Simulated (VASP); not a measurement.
The system is Br.

```
Br
1.0
     5.92468    0.00000    0.00000
    -2.96234    5.13092    0.00000
     0.00000    0.00000    3.63208
Br
3
Direct
  0.00000 0.00000 0.00000
  0.33333 0.66667 0.50000
  0.66667 0.33333 0.50000
```

```yaml
Program: VASP 6.6.1
Task: relaxation of cell and atoms
Functional: PBEsol
Potentials_or_basis: VASP PAW PBE potentials, release 64 (Br)
Cutoff: 600 eV
k_mesh: 3 × 3 × 6
Occupations: gaussian, width 0.1 eV
Spin: no spin polarisation
```

At the start: pressure -5.1 GPa; volume 36.80 Å³/atom.

Problem. Where does the relaxation end?

Solution. Over 24 steps the energy falls by 680.5 meV/atom and the volume is 35.45 Å³/atom (-3.7 %); space group P6/mmm (No. 191, to 0.05 Å).

Step by step:
```csv
step,energy change (eV),largest force (eV/Å),pressure (GPa),volume (Å³)
1,0.0000,0.0000,-5.12,110.41
2,-0.5677,0.0000,-4.83,92.66
3,1.0142,0.0000,38.18,51.01
4,-0.8082,0.0000,-3.46,83.61
5,-0.8970,0.0000,2.41,70.43
6,-0.9226,0.0000,-0.50,75.14
7,-0.9240,0.0000,-0.05,74.29
8,-0.9235,0.0000,0.30,73.67
9,-0.9302,0.0000,-0.09,74.27
10,-0.9408,0.0000,-0.92,76.04
11,-1.0661,0.0000,-2.17,79.41
12,-1.4416,0.0000,-2.60,85.35
13,-1.1817,0.0000,12.21,93.20
14,-1.7465,0.0000,-1.81,87.89
15,-1.9860,0.0000,2.17,90.99
16,-1.9926,0.0000,1.33,90.63
17,-1.9868,0.0000,-1.21,97.64
18,-2.0048,0.0000,0.08,93.69
19,-2.0248,0.0000,0.07,97.05
20,-2.0392,0.0000,0.19,102.50
21,-2.0405,0.0000,0.26,104.41
22,-2.0406,0.0000,0.29,105.01
23,-2.0391,0.0000,-0.44,108.53
24,-2.0416,0.0000,-0.01,106.36
```

Final structure:
```cif
data_structure
_symmetry_space_group_name_H-M 'P 1'
_symmetry_Int_Tables_number 1
_cell_length_a 7.0320
_cell_length_b 7.0320
_cell_length_c 2.4837
_cell_angle_alpha 90.000
_cell_angle_beta 90.000
_cell_angle_gamma 120.000
_cell_volume 106.36
loop_
_atom_site_label
_atom_site_type_symbol
_atom_site_fract_x
_atom_site_fract_y
_atom_site_fract_z
_atom_site_occupancy
Br1 Br 0.00000 0.00000 0.00000 1
Br2 Br 0.33333 0.66667 0.50000 1
Br3 Br 0.66667 0.33333 0.50000 1
```

Caveat: the k points lie up to 0.42 Å⁻¹ apart in the final cell; the PAW data sets were made with another functional, which shifts forces and pressure a little; an odd number of electrons without spin polarisation forces a metal; a magnetic or distorted state may lie lower.
